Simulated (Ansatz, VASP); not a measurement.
# Two plane-wave programs on SnO2

INCAR

```
SYSTEM = SnO2
  ALGO = Normal
  EDIFF = 1E-6
  ENCUT = 520
  GGA = CA
  ISIF = 2
  ISMEAR = 0
  LASPH = .TRUE.
  LCHARG = .FALSE.
  LREAL = .FALSE.
  LWAVE = .FALSE.
  NBANDS = 35
  NELM = 60
  PREC = Accurate
  SIGMA = 0.05
```

Contents of KPOINTS:

```
k-points
0
G
  6 6 8
  0 0 0
```

POSCAR

```
SnO2
1.0
    4.6455914113      0.0000000000      0.0000000000
    0.0000000000      4.6460842930      0.0000000000
    0.0000000000      0.0000000000      3.1384636093
Sn O
2 4
Direct
    0.5000000000      0.5000000000      0.5000000000
    0.0000000000      0.0000000000      0.0000000000
    0.3059920358      0.2888605067      0.0000000000
    0.8059920358      0.2111394933      0.5000000000
    0.1940079642      0.7888605067      0.5000000000
    0.6940079642      0.7111394933      0.0000000000
```

Input for Ansatz:

```yaml
crystal:
  lattice:
    - [4.6455914113, 0.0, 0.0]
    - [0.0, 4.646084293, 0.0]
    - [0.0, 0.0, 3.1384636093]
  atoms:
    - { symbol: Sn, position: [0.5, 0.5, 0.5] }
    - { symbol: Sn, position: [0.0, 0.0, 0.0] }
    - { symbol: O, position: [0.3059920358, 0.2888605067, 0.0] }
    - { symbol: O, position: [0.8059920358, 0.2111394933, 0.5] }
    - { symbol: O, position: [0.1940079642, 0.7888605067, 0.5] }
    - { symbol: O, position: [0.6940079642, 0.7111394933, 0.0] }
basis:
  ecutwfc: 520.0
kpoints:
  mp_grid: { grid: [6, 6, 8] }
hamiltonian:
  xc: lda
  pseudopotentials: { kind: paw, azcp: { folder: soft_1 } }
scf:
  occupations: { method: gaussian, width: 0.05 }
output:
  forces: true
  stress: true
  eigenvalues: true
```

Alike in both runs: task single point; functional LDA; k mesh 6 × 6 × 8; occupations gaussian, width 0.05 eV; no spin polarisation.

|  | VASP | Ansatz |
| --- | --- | --- |
| version | VASP 6.6.1 | Ansatz 0.2.0 |
| potentials or method | VASP PAW LDA potentials, release 64 (Sn_d, O), cutoff 520 eV | scalar-relativistic, plane waves, PAW |
| valence electrons in the cell | 52 | 52 |

Ansatz gave:

| Property | Result |
| --- | --- |
| gap on the k mesh at the Fermi level (eV) | 1.61 |
| least direct gap on the mesh (eV) | 1.61 |
| pressure (GPa) | 10.5 |
| traceless stress, the component that is largest in VASP (GPa) | 1.80 |
| rms of the force components (eV/Å) | 0.631 |

What did VASP give for the same quantities?

gap on the k mesh at the Fermi level (eV): 1.64; least direct gap on the mesh (eV): 1.64; pressure (GPa): 12.2; traceless stress, the component that is largest in VASP (GPa): 1.78; rms of the force components (eV/Å): 0.638.

Ansatz warns that its potentials were made for another functional, while VASP's fit it. LDA's correlation is that of Perdew and Zunger in VASP and of Perdew and Wang (1992) in Ansatz. Atom by atom the forces differ by 0.007 eV/Å (rms over components).
